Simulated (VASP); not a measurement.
Here is a VASP 6.6.1 calculation.

Contents of INCAR:

```
SYSTEM = PbO2
ALGO = Normal
EDIFF = 1E-6
ENCUT = 520
GGA = PE
ISIF = 2
ISMEAR = -1
LASPH = .TRUE.
LCHARG = .TRUE.
LELF = .TRUE.
LREAL = .FALSE.
LVHAR = .TRUE.
LWAVE = .FALSE.
NBANDS = 20
NELM = 60
PREC = Accurate
SIGMA = 0.02
```

KPOINTS

```
k-points
0
G
  8 8 6
  0 0 0
```

POSCAR

```
PbO2
1.0
    3.6669985524      0.0000000000      0.0000000000
   -1.8334992762      3.1757139020      0.0000000000
    0.0000000000      0.0000000000      3.0953485251
Pb O
1 2
Direct
    0.0000000000      0.0000000000      0.0000000000
    0.3333333333      0.6666666667      0.5000000000
    0.6666666667      0.3333333333      0.5000000000
```

Potentials or basis: VASP PAW PBE potentials, release 64 (Pb_d, O).

Run with:

```bash
$ cat potpaw_PBE.64/Pb_d/POTCAR potpaw_PBE.64/O/POTCAR > POTCAR
$ mpirun -np 1 vasp_std > vasp.out
```

**Question.** What does it give for the band gap on the k mesh?

**Answer.** Zero (bands 13 and 14 overlap by 1.19 eV).

**Question.** What does it give for the pressure?

**Answer.** 19.9 GPa.

Caveat: the cell stands under pressure; spin-orbit coupling is left out, which moves the levels of the heavy elements.
